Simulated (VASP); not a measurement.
# Sn (Im-3m) in VASP: a series of runs

Runs on Sn. Level: LDA. Tasks: relaxation of cell and atoms.

Everything below comes from runs of VASP 6.6.1. Logs are shortened: lines on timing, memory, paths and dates and some standing lists are left out, and cuts for length are marked.

**1. The cell of the first run**

The structure is cubic, space group Im-3m (No. 229). Conventional cell: a = 3.409 Å, b = 3.409 Å, c = 3.409 Å, α = 90.00°, β = 90.00°, γ = 90.00°. Sn (site symmetry m-3m) has 14 Sn at 2.95 to 3.41 Å within 3.9 Å.

This isn't the form of Sn at room conditions, which is tetragonal (white tin).

**2. Relaxation of cell and atoms, LDA, target pressure 27 GPa, at which the enthalpy is minimised**

Contents of INCAR:

```
SYSTEM = Sn
PREC     = Accurate       ! precision mode
ENCUT    = 600            ! plane-wave cutoff, eV
EDIFF    = 1E-6           ! SCF threshold, eV
ISMEAR   = -1             ! smearing method
SIGMA    = 0.1            ! smearing width, eV
LREAL    = .FALSE.        ! projectors in reciprocal space
LASPH    = .TRUE.         ! aspherical terms in the spheres
NELM     = 80             ! most SCF steps
ALGO     = Normal         ! electronic algorithm
ISIF     = 3              ! what is computed and relaxed
LWAVE    = .FALSE.        ! write WAVECAR
LCHARG   = .FALSE.        ! write CHGCAR
GGA      = CA             ! functional
IBRION   = 2              ! ionic algorithm
NSW      = 60             ! ionic steps
EDIFFG   = -0.005         ! ionic threshold
PSTRESS  = 270.0
```

Contents of KPOINTS:

```
regular mesh
0
G
  15 15 15
  0 0 0
```

Contents of POSCAR:

```
Sn
1.0
   -1.7047216315      1.7047216315      1.7047216315
    1.7047216315     -1.7047216315      1.7047216315
    1.7047216315      1.7047216315     -1.7047216315
Sn
1
Direct
    0.0000000000      0.0000000000      0.0000000000
```

Potentials or basis: VASP PAW LDA potentials, release 64 (Sn_d).

On the command line:

```
$ cat potpaw_LDA.64/Sn_d/POTCAR > POTCAR
$ mpirun -np 1 vasp_std > vasp.out
```

OUTCAR:

```text
SYSTEM = Sn
   PREC = Accurate
   ENCUT = 600
   EDIFF = 1E-6
   ISMEAR = -1
   LREAL = .FALSE.
   LASPH = .TRUE.
   NELM = 80
   ISIF = 3
   GGA = CA
   IBRION = 2
   NSW = 60
   EDIFFG = -0.005
   PSTRESS = 270.0

 ion  position               nearest neighbor table
   1  0.000  0.000  0.000-

  LATTYP: Found a body centered cubic cell.
 ALAT       =     3.4094432630

  Lattice vectors:

 A1 = (  -1.7047216315,   1.7047216315,   1.7047216315)
 A2 = (   1.7047216315,  -1.7047216315,   1.7047216315)
 A3 = (   1.7047216315,   1.7047216315,  -1.7047216315)

Analysis of symmetry for initial positions (statically):
=====================================================================
 Subroutine PRICEL returns:
 Original cell was already a primitive cell.

 Routine SETGRP: Setting up the symmetry group for a
 body centered cubic supercell.

 Subroutine GETGRP returns: Found 48 space group operations
 (whereof 48 operations were pure point group operations)
 out of a pool of 48 trial point group operations.

The static configuration has the point symmetry O_h .

Analysis of symmetry for dynamics (positions and initial velocities):
=====================================================================
 Subroutine PRICEL returns:
 Original cell was already a primitive cell.

 Routine SETGRP: Setting up the symmetry group for a
 body centered cubic supercell.

 Subroutine GETGRP returns: Found 48 space group operations
 (whereof 48 operations were pure point group operations)
 out of a pool of 48 trial point group operations.

The dynamic configuration has the point symmetry O_h .

 Subroutine INISYM returns: Found 48 space group operations
 (whereof 48 operations are pure point group operations),
 and found     1 'primitive' translations

----------------------------------------------------------------------------------------

                                     Primitive cell

  volume of cell :      19.8162

  direct lattice vectors                    reciprocal lattice vectors
    -1.704721632  1.704721632  1.704721632     0.000000000  0.293303018  0.293303018
     1.704721632 -1.704721632  1.704721632     0.293303018  0.000000000  0.293303018
     1.704721632  1.704721632 -1.704721632     0.293303018  0.293303018  0.000000000

  length of vectors
     2.952664479  2.952664479  2.952664479     0.414793106  0.414793106  0.414793106

  position of ions in fractional coordinates (direct lattice)
     0.000000000  0.000000000  0.000000000

  ion indices of the primitive-cell ions
   primitive index   ion index
                 1           1

----------------------------------------------------------------------------------------

 KPOINTS: regular mesh

Automatic generation of k-mesh.
 Grid dimensions read from file:
 generate k-points for:   15   15   15

 Generating k-lattice:

  Cartesian coordinates                     Fractional coordinates (reciprocal lattice)
     0.000000000  0.019553535  0.019553535     0.066666667  0.000000000  0.000000000
     0.019553535  0.000000000  0.019553535     0.000000000  0.066666667  0.000000000
     0.019553535  0.019553535  0.000000000     0.000000000  0.000000000  0.066666667

  Length of vectors
     0.027652874  0.027652874  0.027652874

  Shift w.r.t. Gamma in fractional coordinates (k-lattice)
     0.000000000  0.000000000  0.000000000

 Subroutine IBZKPT returns following result:
 ===========================================

 Found    120 irreducible k-points:

 Following reciprocal coordinates:
            Coordinates               Weight
  0.000000  0.000000  0.000000      1.000000
  0.066667  0.000000  0.000000     12.000000
  0.133333  0.000000  0.000000     12.000000
  0.200000  0.000000  0.000000     12.000000
  0.266667  0.000000  0.000000     12.000000
  0.333333  0.000000  0.000000     12.000000
[... 16 lines left out ...]
  0.333333  0.200000  0.000000     48.000000
  0.400000  0.200000  0.000000     24.000000
 [... further k-points ...]
   k-points           NKPTS =    120   k-points in BZ     NKDIM =    120   number of bands    NBANDS=     11
   number of dos      NEDOS =    301   number of ions     NIONS =      1
   total plane-waves  NPLWV =  13824
   dimension x,y,z NGX =    24 NGY =   24 NGZ =   24
   dimension x,y,z NGXF=    48 NGYF=   48 NGZF=   48
   ions per type =               1
   NGX,Y,Z   is equivalent  to a cutoff of  13.51, 13.51, 13.51 a.u.
   NGXF,Y,Z  is equivalent  to a cutoff of  27.03, 27.03, 27.03 a.u.
 SYSTEM =  Sn
   PREC   = accura    normal or accurate (medium, high low for compatibility)
   ISTART =      0    job   : 0-new  1-cont  2-samecut
   ICHARG =      2    charge: 1-file 2-atom 10-const
   ISPIN  =      1    spin polarized calculation?
   LNONCOLLINEAR =      F non collinear calculations
   LSORBIT =      F    spin-orbit coupling
   LASPH  =      T    aspherical Exc in radial PAW
   ENCUT  =  600.0 eV  44.10 Ry    6.64 a.u.   5.90  5.90  5.90*2*pi/ulx,y,z
   NELM   =     80;   NELMIN=  2; NELMDL= -5     # of ELM steps
   EDIFF  = 0.1E-05   stopping-criterion for ELM
   LREAL  =      F    real-space projection
   EDIFFG = -.5E-02   stopping-criterion for IOM
   NSW    =     60    number of steps for IOM
   IBRION =      2    ionic relax: 0-MD 1-quasi-New 2-CG
   NFREE  =      1    steps in history (QN), initial steepest desc. (CG)
   ISIF   =      3    stress and relaxation
   ISYM   =      2    0-nonsym 1-usesym 2-fastsym
   POTIM  = 0.5000    time-step for ionic-motion
   TEBEG  =    0.0;   TEEND  =   0.0 temperature during run
   PSTRESS=  270.0 pullay stress
   NELECT =      14.0000    total number of electrons
   NUPDOWN=      -1.0000    fix difference up-down
   EMIN   =  10.00;   EMAX   =-10.00  energy-range for DOS
   EFERMI =   0.00;   METHOD = LEGACY
   ISMEAR =    -1;   SIGMA  =   0.10  broadening in eV -4-tet -1-fermi 0-gaus
   EFERMI_NEDOS =   21; number of points for ismear=-14 and -15
   IALGO  =     38    algorithm
   IMIX   =      4    mixing-type and parameters
     AMIX     =   0.40;   BMIX     =  1.00
     AMIX_MAG =   1.60;   BMIX_MAG =  1.00
  volume/ion in A,a.u.               =      19.82       133.73
  Fermi-wavevector in a.u.,A,eV,Ry     =   1.458067  2.755346 28.925419  2.125958
  Thomas-Fermi vector in A             =   2.574795
   LORBIT       =      0    0 simple, 1 ext, 2 COOP (PROOUT), +10 PAW based schemes
   GGA     = CA    functional components
   LHFCALC =     F    Hartree Fock is set to
   AEXX    =    0.0000 exact exchange contribution
   IVDW    =     0    specifies the selected vdW correction
   LEPSILON=     F    determine dielectric tensor
   LRPA    =     F    only Hartree local field effects (RPA)
 conjugate gradient relaxation of ions
 non-spin polarized calculation
  energy-cutoff  :      600.00
  volume of cell :       19.82
 maximum number of plane-waves:       682
   NGX = 11   NGY = 11   NGZ = 11

--------------------------------------- Ionic step        1  -------------------------------------------

 number of electron      13.9999993 magnetization

 Free energy of the ion-electron system (eV)
  ---------------------------------------------------
  ext. energy  EPLUGINS =         0.00000000
  ---------------------------------------------------
  free energy    TOTEN  =        -4.07153176 eV

  energy without entropy =       -4.05851993  energy(sigma->0) =       -4.06502585

------------------------ aborting loop because EDIFF is reached ----------------------------------------

  FORCE on cell =-STRESS in cart. coord.  units (eV):
  Direction    XX          YY          ZZ          XY          YZ          ZX
  --------------------------------------------------------------------------------------
  -------------------------------------------------------------------------------------
  Total        3.4004081      3.4004081      3.4004081     -0.0000000      0.0000000      0.0000000
  in kB      274.9294225    274.9294225    274.9294225     -0.0000000      0.0000000      0.0000000
  external PRESSURE =       4.9294225 kB  Pullay stress =     270.0000000 kB

 VOLUME and BASIS-vectors are now :
 -----------------------------------------------------------------------------
  energy-cutoff  :      600.00
  volume of cell :       19.82
      direct lattice vectors                 reciprocal lattice vectors
    -1.704721632  1.704721632  1.704721632     0.000000000  0.293303018  0.293303018
     1.704721632 -1.704721632  1.704721632     0.293303018  0.000000000  0.293303018
     1.704721632  1.704721632 -1.704721632     0.293303018  0.293303018  0.000000000
[... 44 lines left out ...]
  FREE ENERGIE OF THE ION-ELECTRON SYSTEM (eV)
  ---------------------------------------------------
  free  energy   TOTEN  =        -4.1007871580 eV

  energy  without entropy=       -4.0877069584  energy(sigma->0) =       -4.09424706

  enthalpy is  TOTEN    =        -0.7317941039 eV   P V=        3.3689930541

--------------------------------------- Ionic step        3  -------------------------------------------

 number of electron      13.9999994 magnetization

 Free energy of the ion-electron system (eV)
  ---------------------------------------------------
  ext. energy  EPLUGINS =         0.00000000
  ---------------------------------------------------
  free energy    TOTEN  =        -4.08094097 eV

  energy without entropy =       -4.06790932  energy(sigma->0) =       -4.07442514

 E-fermi :  12.1976     XC(G=0): -12.1653

 val. band max:       12.0678894173   @ k =   0.2667   0.2000   0.0667
 cond. band min:      12.2033317269   @ k =  -0.3333   0.4667   0.1333
 fundamental gap:      0.1354423096
 Fermi energy:        12.1976261126

 k-point     1 :       0.0000    0.0000    0.0000
  band No.  band energies     occupation
      1      -9.5838      2.00000
      2      -9.5838      2.00000
      3      -9.5838      2.00000
      4      -9.2373      2.00000
      5      -9.2373      2.00000
      6      -1.5252      2.00000
      7      23.4628      0.00000
      8      23.4628      0.00000
      9      23.4628      0.00000
     10      24.9310      0.00000
     11      24.9310      0.00000

 k-point     2 :       0.0667    0.0000    0.0000
  band No.  band energies     occupation
      1      -9.5896      2.00000
      2      -9.5777      2.00000
      3      -9.5607      2.00000
      4      -9.2436      2.00000
      5      -9.2376      2.00000
      6      -1.4002      2.00000
      7      22.1043      0.00000
      8      22.7937      0.00000
      9      23.1119      0.00000
     10      24.3426      0.00000
     11      24.5695      0.00000
[... 295 lines left out ...]
 k-point    24 :       0.4000    0.2000    0.0000
  band No.  band energies     occupation
      1      -9.6607      2.00000
      2      -9.5042      2.00000
      3      -9.2924      2.00000
      4      -9.2552      2.00000
      5      -9.1134      2.00000
      6       6.0705      2.00000
      7       7.0106      2.00000
      8      12.2688      0.65821
      9      17.4504      0.00000
     10      23.9209      0.00000
     11      27.8322      0.00000

 [... further k-points ...]
[... 5 lines left out ...]
  --------------------------------------------------------------------------------------
  -------------------------------------------------------------------------------------
  Total        3.3467908      3.3467908      3.3467908      0.0000000      0.0000000     -0.0000000
  in kB      269.8412370    269.8412370    269.8412370      0.0000000      0.0000000     -0.0000000
  external PRESSURE =      -0.1587630 kB  Pullay stress =     270.0000000 kB

 VOLUME and BASIS-vectors are now :
 -----------------------------------------------------------------------------
  energy-cutoff  :      600.00
  volume of cell :       19.87
      direct lattice vectors                 reciprocal lattice vectors
    -1.706306107  1.706306107  1.706306107     0.000000000  0.293030657  0.293030657
     1.706306107 -1.706306107  1.706306107     0.293030657  0.000000000  0.293030657
     1.706306107  1.706306107 -1.706306107     0.293030657  0.293030657  0.000000000

 POSITION                                       TOTAL-FORCE (eV/Angst)
 -----------------------------------------------------------------------------------
      0.00000      0.00000      0.00000         0.000000      0.000000      0.000000
 -----------------------------------------------------------------------------------
    total drift:                                0.000000      0.000000      0.000000

  FREE ENERGIE OF THE ION-ELECTRON SYSTEM (eV)
  ---------------------------------------------------
  free  energy   TOTEN  =        -4.0809409740 eV

  energy  without entropy=       -4.0679093157  energy(sigma->0) =       -4.07442514

  enthalpy is  TOTEN    =        -0.7321810894 eV   P V=        3.3487598846

 reached required accuracy - stopping structural energy minimisation
```

Run time: 36 s. Hardware: 1 thread of Intel Xeon 8259CL, shared host; peak memory 0.16 GiB.

What came out:

```yaml
Free_energy: -4.0809 eV
Relaxed_volume: 19.87 Å³/atom
Relaxed_cell: a = 2.955 Å, b = 2.955 Å, c = 2.955 Å, α = 109.47°, β = 109.47°, γ = 109.47°
Space_group_after_relaxing_to_0.1_Å: Im-3m (No. 229)
Energy_change_on_relaxing_the_run_minimises_the_enthalpy: -9.4 meV/atom
Ionic_steps: 3
Pressure_after_relaxing: 27.0 GPa
Band_gap_on_the_k_mesh: zero (bands 7 and 8 overlap by 14.78 eV)
```

The path:
| step | energy change (eV) | largest force (eV/Å) | pressure (GPa) | volume (Å³) |
| --- | --- | --- | --- | --- |
| 1 | 0.0000 | 0.0000 | 27.49 | 19.82 |
| 2 | -0.0293 | 0.0000 | 26.00 | 19.99 |
| 3 | -0.0094 | 0.0000 | 26.98 | 19.87 |

Final structure:
```cif
data_structure
_symmetry_space_group_name_H-M 'P 1'
_symmetry_Int_Tables_number 1
_cell_length_a 2.9554
_cell_length_b 2.9554
_cell_length_c 2.9554
_cell_angle_alpha 109.471
_cell_angle_beta 109.471
_cell_angle_gamma 109.471
_cell_volume 19.87
loop_
_atom_site_label
_atom_site_type_symbol
_atom_site_fract_x
_atom_site_fract_y
_atom_site_fract_z
_atom_site_occupancy
Sn1 Sn 0.00000 0.00000 0.00000 1
```

Levels at points of the mesh, in eV from the Fermi level:
```csv
k point,band 4,band 5,band 6,band 7,band 8,band 9,band 10,band 11
"(0.00, 0.00, 0.00)",-21.43,-21.43,-13.72,11.27,11.27,11.27,12.73,12.73
```

Caveat: the cell is relaxed towards a set pressure, so the run minimises the enthalpy, not the energy; spin-orbit coupling is left out, which moves the levels of the heavy elements.

(Part 1 of 2 ends here.)

The gap in the log of VASP goes by the Fermi energy; the results here count the filled bands.